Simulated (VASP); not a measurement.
The system is N.

```
CELL_PARAMETERS angstrom
3.81655 0.00000 0.00000
-1.90828 3.30523 0.00000
0.00000 0.00000 7.41447
ATOMIC_POSITIONS crystal
N 0.33333 0.66667 0.32432
N 0.33333 0.66667 0.17568
N 0.66667 0.33333 0.82432
N 0.66667 0.33333 0.67568
```

- Program: VASP 6.6.1
- Task: relaxation of cell and atoms
- Functional: PBE
- Dispersion: D3(BJ)
- Potentials or basis: VASP PAW PBE potentials, release 64 (N)
- Cutoff: 600 eV
- k mesh: 9 × 9 × 4
- Occupations: gaussian, width 0.02 eV
- Spin: no spin polarisation

At the start: pressure 1.9 GPa; volume 23.38 Å³/atom.

Question: How do energy, volume and symmetry change on relaxing?

Answer: Over 19 steps the energy falls by 5.3 meV/atom and the volume is 21.89 Å³/atom (-6.4 %); space group P6_3/mmc (No. 194, to 0.05 Å).

Step by step:
```tsv
step	energy change (eV)	largest force (eV/Å)	pressure (GPa)	volume (Å³)
1	0.0000	1.6577	1.88	93.53
2	3.7603	14.3362	-20.83	97.24
3	-0.0103	0.9865	-1.44	93.73
4	-0.0162	0.3718	-0.66	93.65
5	-0.0171	0.0533	-0.26	93.62
6	-0.0172	0.0062	-0.18	93.61
7	-0.0172	0.0188	-0.16	93.61
8	-0.0175	0.0212	-0.16	93.34
9	-0.0183	0.0278	-0.13	92.55
10	-0.0197	0.0468	-0.06	90.98
11	-0.0210	0.1083	0.13	87.89
12	-0.0211	0.0305	-0.05	87.76
13	-0.0211	0.0062	-0.02	87.78
14	-0.0211	0.0065	-0.02	87.77
15	-0.0211	0.0070	-0.02	87.74
16	-0.0211	0.0085	-0.02	87.69
17	-0.0211	0.0115	-0.02	87.59
18	-0.0211	0.0314	0.04	87.55
19	-0.0211	0.0020	0.00	87.58
```

Final structure:
```cif
data_structure
_symmetry_space_group_name_H-M 'P 1'
_symmetry_Int_Tables_number 1
_cell_length_a 3.7341
_cell_length_b 3.7341
_cell_length_c 7.2525
_cell_angle_alpha 90.000
_cell_angle_beta 90.000
_cell_angle_gamma 120.000
_cell_volume 87.58
loop_
_atom_site_label
_atom_site_type_symbol
_atom_site_fract_x
_atom_site_fract_y
_atom_site_fract_z
_atom_site_occupancy
N1 N 0.33333 0.66667 0.32670 1
N2 N 0.33333 0.66667 0.17330 1
N3 N 0.66667 0.33333 0.82670 1
N4 N 0.66667 0.33333 0.67330 1
```

Caveat: the standard files for N, O and F lose accuracy on very short bonds.
